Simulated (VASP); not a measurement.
Runs of VASP 6.6.1 on Ti. The structure is that of space group P6_3/mmc (No. 194), or close to it. The cells are those of the table. 

```csv
cell,further INCAR settings,gap on the mesh (eV),pressure (GPa)
"a = 2.950, b = 2.950, c = 4.780 Å, angles 90.0, 90.0, 120.0°, 2 atoms",ALGO = Fast; EDIFF = 1e-06; NBANDS = 19,none,(b)
"a = 2.950, b = 2.950, c = 4.592 Å, angles 90.0, 90.0, 120.0°, 2 atoms",ALGO = Fast; EDIFF = 1e-07; NBANDS = 19,none,-8.1
"a = 2.950, b = 2.950, c = 4.827 Å, angles 90.0, 90.0, 120.0°, 2 atoms",ALGO = Fast; EDIFF = 1e-06; NBANDS = 19,none,(a)
"a = 2.950, b = 2.950, c = 4.639 Å, angles 90.0, 90.0, 120.0°, 2 atoms",ALGO = Fast; EDIFF = 1e-06; NBANDS = 19,none,-9.1
"a = 2.950, b = 2.950, c = 4.499 Å, angles 90.0, 90.0, 120.0°, 2 atoms",ALGO = Fast; EDIFF = 1e-06; NBANDS = 19,none,-6.0
```

Alike in all rows: task single point; level LDA; potentials or basis VASP PAW LDA potentials, release 64 (Ti_sv); no spin polarisation; k mesh 18 × 18 × 10; cutoff (eV) 520; smearing gaussian 0.15 eV.

**Question.** Estimate the missing entries.

**Answer.** (a) -12.6; (b) -11.9.

A gap of «none» marks levels without a gap at the run's occupations.
